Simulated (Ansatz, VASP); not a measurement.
Given: the input of a run of VASP 6.6.1 on Pb.

The input POSCAR:

```
Pb
1.0
    0.0000000000      2.4584086270      2.4584086270
    2.4584086270      0.0000000000      2.4584086270
    2.4584086270      2.4584086270      0.0000000000
Pb
1
Direct
    0.0000000000      0.0000000000      0.0000000000
```

The input INCAR.step1:

```
  PREC = Accurate
  ENCUT = 520
  EDIFF = 1E-5
  ISMEAR = -1
  SIGMA = 0.05
  LREAL = F
  LASPH = T
  NELM = 60
  ALGO = Normal
  ISIF = 2
  LWAVE = T
  NBANDS = 13
  GGA = PE
```

INCAR.step2

```
  PREC = Accurate
  ENCUT = 520
  EDIFF = 1E-6
  ISMEAR = -1
  SIGMA = 0.05
  LREAL = F
  LASPH = T
  NELM = 60
  ALGO = Normal
  ISIF = 2
  LWAVE = F
  LCHARG = T
  METAGGA = R2SCAN
  LHFCALC = T
  AEXX = 0.5
  LMIXTAU = T
  PRECFOCK = Normal
  LELF = T
  LVHAR = T
  NBANDS = 13
  ISTART = 1
```

File KPOINTS:

```
Automatic mesh
0
Gamma
  5 5 5
```

Potentials or basis: VASP PAW PBE potentials, release 64 (Pb_d).

The run is started by

```sh
$ cat potpaw_PBE.64/Pb_d/POTCAR > POTCAR
$ cp INCAR.step1 INCAR
$ mpirun -np 1 vasp_std > vasp.out
$ cp INCAR.step2 INCAR
$ mpirun -np 1 vasp_std > vasp.out
```

**Question.** Set up the same calculation for Ansatz 0.2.0. Potentials there: Ansatz PAW.

**Answer.** As run (the cutoff follows the program's own potentials):

Contents of input.yaml:

```yaml
crystal:
  lattice:
    - [0.0, 2.458408627, 2.458408627]
    - [2.458408627, 0.0, 2.458408627]
    - [2.458408627, 2.458408627, 0.0]
  atoms:
    - { symbol: Pb, position: [0.0, 0.0, 0.0] }
hamiltonian:
  xc: r2scan50
  pseudopotentials: { kind: paw }
kpoints:
  mp_grid: { grid: [5, 5, 5] }
scf:
  occupations: { method: fermi_dirac, width: 0.05 }
output:
  forces: true
  stress: true
  eigenvalues: true
```

Potentials or basis: Ansatz PAW.

Command:

```bash
$ ansatz run input.yaml --threads 2 --pin off --max-ram 5632MiB --backend cpu --events-out ev --progress --plain --runs-dir out
```

Both were run:

|  | VASP | Ansatz | Ansatz less VASP |
| --- | --- | --- | --- |
| gap on the k mesh at the Fermi level (eV) | none | none | - |
| pressure (GPa) | -0.2 | 0.1 | +0.33 |

VASP's potentials were made for PBE, not for r2SCAN50. A gap of «none» marks a metal or a gap that the smearing closes.

The k mesh is coarse, so the values compare programs but aren't converged. Spin-orbit coupling is off throughout.
